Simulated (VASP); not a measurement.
# NaI (I4/mmm) in VASP: single point with PBE

Aim: the single point of NaI with PBE.

Program: VASP 6.6.1. These are calculated values, not measurements. Logs are shortened: lines on timing, memory, paths and dates and some standing lists are left out, and cuts for length are marked.

## 1. The cell of the first run

It takes space group I4/mmm (No. 139, tetragonal). Conventional cell: a = 4.503 Å, b = 4.503 Å, c = 6.687 Å, α = 90.00°, β = 90.00°, γ = 90.00°. Within 4.2 Å of Na (site symmetry 4/mmm) lie 6 I at 3.18 to 3.34 Å. Within 4.2 Å of I (site symmetry 4/mmm) lie 6 Na at 3.18 to 3.34 Å.

## 2. Single point, PBE

Input file INCAR:

```
PREC = Accurate
ENCUT = 520
EDIFF = 1E-6
ISMEAR = 0
SIGMA = 0.05
LREAL = F
LASPH = T
NELM = 100
ALGO = Normal
ISIF = 2
LWAVE = F
LCHARG = T
GGA = PE
LELF = T
LVHAR = T
NBANDS = 14
```

Input file KPOINTS:

```
Automatic mesh
0
Gamma
  8 8 8
```

Input file POSCAR:

```
NaI
1.0
    0.0000000000      3.1841908703      3.3434004138
    3.1841908703      0.0000000000      3.3434004138
    3.1841908703      3.1841908703      0.0000000000
Na I
1 1
Direct
    0.0000000000      0.0000000000      0.0000000000
    0.5000000000      0.5000000000      0.5000000000
```

Potentials or basis: VASP PAW PBE potentials, release 64 (Na_pv, I).

Started as:

```sh
$ cat potpaw_PBE.64/Na_pv/POTCAR potpaw_PBE.64/I/POTCAR > POTCAR
$ mpirun -np 1 vasp_std > vasp.out
```

OUTCAR:

```text
PREC = Accurate
   ENCUT = 520
   EDIFF = 1E-6
   ISMEAR = 0
   LREAL = F
   LASPH = T
   NELM = 100
   ISIF = 2
   GGA = PE

 ion  position               nearest neighbor table
   1  0.000  0.000  0.000-
   2  0.500  0.500  0.500-

  LATTYP: Found a body centered tetragonal cell.
 ALAT       =     4.5031259140
 C/A-ratio  =     1.4849242405

  Lattice vectors:

 A1 = (  -3.1841908703,   0.0000000000,   3.3434004138)
 A2 = (   3.1841908703,   0.0000000000,   3.3434004138)
 A3 = (   0.0000000000,   3.1841908703,  -3.3434004138)

Analysis of symmetry for initial positions (statically):
=====================================================================
 Subroutine PRICEL returns:
 Original cell was already a primitive cell.

 Routine SETGRP: Setting up the symmetry group for a
 body centered tetragonal supercell.

 Subroutine GETGRP returns: Found 16 space group operations
 (whereof 16 operations were pure point group operations)
 out of a pool of 16 trial point group operations.

The static configuration has the point symmetry D_4h.

Analysis of symmetry for dynamics (positions and initial velocities):
=====================================================================
 Subroutine PRICEL returns:
 Original cell was already a primitive cell.

 Routine SETGRP: Setting up the symmetry group for a
 body centered tetragonal supercell.

 Subroutine GETGRP returns: Found 16 space group operations
 (whereof 16 operations were pure point group operations)
 out of a pool of 16 trial point group operations.

The dynamic configuration has the point symmetry D_4h.

 Subroutine INISYM returns: Found 16 space group operations
 (whereof 16 operations are pure point group operations),
 and found     1 'primitive' translations

----------------------------------------------------------------------------------------

                                     Primitive cell

  volume of cell :      67.7980

  direct lattice vectors                    reciprocal lattice vectors
     0.000000000  3.184190870  3.343400414    -0.157025763  0.157025763  0.149548345
     3.184190870  0.000000000  3.343400414     0.157025763 -0.157025763  0.149548345
     3.184190870  3.184190870  0.000000000     0.157025763  0.157025763 -0.149548345

  length of vectors
     4.617076762  4.617076762  4.503125914     0.267729132  0.267729132  0.267729132

  position of ions in fractional coordinates (direct lattice)
     0.000000000  0.000000000  0.000000000
     0.500000000  0.500000000  0.500000000

  ion indices of the primitive-cell ions
   primitive index   ion index
                 1           1
                 2           2

----------------------------------------------------------------------------------------

 KPOINTS: Automatic mesh

Automatic generation of k-mesh.
 Grid dimensions read from file:
 generate k-points for:    8    8    8

 Generating k-lattice:

  Cartesian coordinates                     Fractional coordinates (reciprocal lattice)
    -0.019628220  0.019628220  0.018693543     0.125000000 -0.000000000  0.000000000
     0.019628220 -0.019628220  0.018693543    -0.000000000  0.125000000  0.000000000
     0.019628220  0.019628220 -0.018693543     0.000000000  0.000000000  0.125000000

  Length of vectors
     0.033466141  0.033466141  0.033466141

  Shift w.r.t. Gamma in fractional coordinates (k-lattice)
     0.000000000  0.000000000  0.000000000

 Subroutine IBZKPT returns following result:
 ===========================================

 Found     59 irreducible k-points:

 Following reciprocal coordinates:
            Coordinates               Weight
  0.000000  0.000000  0.000000      1.000000
  0.125000 -0.000000  0.000000      8.000000
  0.250000 -0.000000  0.000000      8.000000
  0.375000 -0.000000  0.000000      8.000000
  0.500000 -0.000000  0.000000      4.000000
  0.125000  0.125000  0.000000      2.000000
[... 16 lines left out ...]
  0.250000 -0.000000  0.125000     16.000000
  0.375000  0.000000  0.125000     16.000000
 [... further k-points ...]
   k-points           NKPTS =     59   k-points in BZ     NKDIM =     59   number of bands    NBANDS=     14
   number of dos      NEDOS =    301   number of ions     NIONS =      2
   total plane-waves  NPLWV =  46656
   dimension x,y,z NGX =    36 NGY =   36 NGZ =   36
   dimension x,y,z NGXF=    72 NGYF=   72 NGZF=   72
   ions per type =               1   1
   NGX,Y,Z   is equivalent  to a cutoff of  12.96, 12.96, 13.29 a.u.
   NGXF,Y,Z  is equivalent  to a cutoff of  25.92, 25.92, 26.58 a.u.
 SYSTEM =  unknown system
   PREC   = accura    normal or accurate (medium, high low for compatibility)
   ISTART =      0    job   : 0-new  1-cont  2-samecut
   ICHARG =      2    charge: 1-file 2-atom 10-const
   ISPIN  =      1    spin polarized calculation?
   LNONCOLLINEAR =      F non collinear calculations
   LSORBIT =      F    spin-orbit coupling
   LASPH  =      T    aspherical Exc in radial PAW
   ENCUT  =  520.0 eV  38.22 Ry    6.18 a.u.   8.58  8.58  8.37*2*pi/ulx,y,z
   NELM   =    100;   NELMIN=  2; NELMDL= -5     # of ELM steps
   EDIFF  = 0.1E-05   stopping-criterion for ELM
   LREAL  =      F    real-space projection
   EDIFFG = 0.1E-04   stopping-criterion for IOM
   NSW    =      0    number of steps for IOM
   IBRION =     -1    ionic relax: 0-MD 1-quasi-New 2-CG
   NFREE  =      0    steps in history (QN), initial steepest desc. (CG)
   ISIF   =      2    stress and relaxation
   ISYM   =      2    0-nonsym 1-usesym 2-fastsym
   POTIM  = 0.5000    time-step for ionic-motion
   TEBEG  =    0.0;   TEEND  =   0.0 temperature during run
   PSTRESS=    0.0 pullay stress
   NELECT =      14.0000    total number of electrons
   NUPDOWN=      -1.0000    fix difference up-down
   EMIN   =  10.00;   EMAX   =-10.00  energy-range for DOS
   EFERMI =   0.00;   METHOD = LEGACY
   ISMEAR =     0;   SIGMA  =   0.05  broadening in eV -4-tet -1-fermi 0-gaus
   EFERMI_NEDOS =   21; number of points for ismear=-14 and -15
   IALGO  =     38    algorithm
   IMIX   =      4    mixing-type and parameters
     AMIX     =   0.40;   BMIX     =  1.00
     AMIX_MAG =   1.60;   BMIX_MAG =  1.00
  volume/ion in A,a.u.               =      33.90       228.76
  Fermi-wavevector in a.u.,A,eV,Ry     =   0.967636  1.828567 12.739397  0.936319
  Thomas-Fermi vector in A             =   2.097538
   LORBIT       =      0    0 simple, 1 ext, 2 COOP (PROOUT), +10 PAW based schemes
   GGA     = PE    functional components
   LHFCALC =     F    Hartree Fock is set to
   AEXX    =    0.0000 exact exchange contribution
   IVDW    =     0    specifies the selected vdW correction
   LEPSILON=     F    determine dielectric tensor
   LRPA    =     F    only Hartree local field effects (RPA)
 non-spin polarized calculation
 Gauss-broadening in eV      SIGMA  =   0.05
  energy-cutoff  :      520.00
  volume of cell :       67.80
 maximum number of plane-waves:      1857
 NGX is ok and might be reduce to    36
   NGX = 17   NGY = 17   NGZ = 17

 number of electron      13.9999992 magnetization

 Free energy of the ion-electron system (eV)
  ---------------------------------------------------
  ext. energy  EPLUGINS =         0.00000000
  ---------------------------------------------------
  free energy    TOTEN  =        -5.37694141 eV

  energy without entropy =       -5.37694141  energy(sigma->0) =       -5.37694141

 E-fermi :   1.1122     XC(G=0):  -7.7015

 val. band max:        0.8354583878   @ k =   0.0000   0.0000   0.0000
 cond. band min:       4.4511583710   @ k =   0.0000   0.0000   0.0000
 fundamental gap:      3.6156999832
 Fermi energy:         1.1121760426

 k-point     1 :       0.0000    0.0000    0.0000
  band No.  band energies     occupation
      1     -21.6322      2.00000
      2     -21.6276      2.00000
      3     -21.6276      2.00000
      4     -10.2147      2.00000
      5       0.7876      2.00000
      6       0.7876      2.00000
      7       0.8355      2.00000
      8       4.4512      0.00000
      9       8.5314      0.00000
     10       8.8536      0.00000
     11       8.8536      0.00000
     12      10.2685      0.00000
     13      10.8239      0.00000
     14      11.2555      0.00000

 k-point     2 :       0.1250   -0.0000    0.0000
  band No.  band energies     occupation
      1     -21.6325      2.00000
      2     -21.6282      2.00000
      3     -21.6276      2.00000
      4     -10.1716      2.00000
      5       0.3408      2.00000
      6       0.7529      2.00000
      7       0.7676      2.00000
      8       4.9698      0.00000
      9       8.3636      0.00000
     10       8.7747      0.00000
     11       9.0175      0.00000
     12       9.9209      0.00000
     13      10.3344      0.00000
     14      11.7458      0.00000

 k-point     3 :       0.2500   -0.0000    0.0000
  band No.  band energies     occupation
      1     -21.6334      2.00000
      2     -21.6294      2.00000
      3     -21.6276      2.00000
      4     -10.0634      2.00000
      5      -0.4886      2.00000
      6       0.6420      2.00000
      7       0.6725      2.00000
      8       5.7352      0.00000
      9       8.2869      0.00000
     10       8.6032      0.00000
     11       8.9732      0.00000
     12      10.2959      0.00000
     13      10.3979      0.00000
     14      11.2650      0.00000
[... 324 lines left out ...]
 k-point    23 :       0.2500   -0.0000    0.1250
  band No.  band energies     occupation
      1     -21.6329      2.00000
      2     -21.6295      2.00000
      3     -21.6279      2.00000
      4     -10.0674      2.00000
      5      -0.3039      2.00000
      6       0.5293      2.00000
      7       0.5938      2.00000
      8       5.8888      0.00000
      9       7.7635      0.00000
     10       8.6078      0.00000
     11       9.1665      0.00000
     12       9.7781      0.00000
     13      10.8562      0.00000
     14      12.2531      0.00000

 k-point    24 :       0.3750    0.0000    0.1250
  band No.  band energies     occupation
      1     -21.6340      2.00000
      2     -21.6305      2.00000
      3     -21.6280      2.00000
      4      -9.9557      2.00000
      5      -0.9389      2.00000
      6       0.4364      2.00000
      7       0.4443      2.00000
      8       6.2563      0.00000
      9       7.9604      0.00000
     10       8.3472      0.00000
     11       8.8315      0.00000
     12      10.8281      0.00000
     13      11.9396      0.00000
     14      12.0213      0.00000

 [... further k-points ...]

------------------------ aborting loop because EDIFF is reached ----------------------------------------

  FORCE on cell =-STRESS in cart. coord.  units (eV):
  Direction    XX          YY          ZZ          XY          YZ          ZX
  --------------------------------------------------------------------------------------
  -------------------------------------------------------------------------------------
  Total        0.3853387      0.3853387     -0.1040429      0.0000000      0.0000000      0.0000000
  in kB        9.1061886      9.1061886     -2.4587043      0.0000000      0.0000000      0.0000000
  external PRESSURE =       5.2512243 kB  Pullay stress =       0.0000000 kB

 VOLUME and BASIS-vectors are now :
 -----------------------------------------------------------------------------
  energy-cutoff  :      520.00
  volume of cell :       67.80
      direct lattice vectors                 reciprocal lattice vectors
     0.000000000  3.184190870  3.343400414    -0.157025763  0.157025763  0.149548345
     3.184190870  0.000000000  3.343400414     0.157025763 -0.157025763  0.149548345
     3.184190870  3.184190870  0.000000000     0.157025763  0.157025763 -0.149548345

 POSITION                                       TOTAL-FORCE (eV/Angst)
 -----------------------------------------------------------------------------------
      0.00000      0.00000      0.00000        -0.000000      0.000000      0.000000
      3.18419      3.18419      3.34340         0.000000     -0.000000      0.000000
 -----------------------------------------------------------------------------------
    total drift:                                0.000000      0.000000      0.000000

  FREE ENERGIE OF THE ION-ELECTRON SYSTEM (eV)
  ---------------------------------------------------
  free  energy   TOTEN  =        -5.3769414098 eV

  energy  without entropy=       -5.3769414098  energy(sigma->0) =       -5.37694141
```

Run time: 43 s. Hardware: 1 thread of Intel Xeon Platinum 8259CL at 2.50GHz (Skylake/Cascade Lake), shared host; peak memory 0.23 GiB.

What came out:

| Item | Value |
| --- | --- |
| Free energy | -5.3769 eV |
| Pressure | 0.5 GPa |
| Band gap on the k mesh | 3.62 eV, direct |

Caveat: spin-orbit coupling is left out, which moves the levels of the heavy elements.
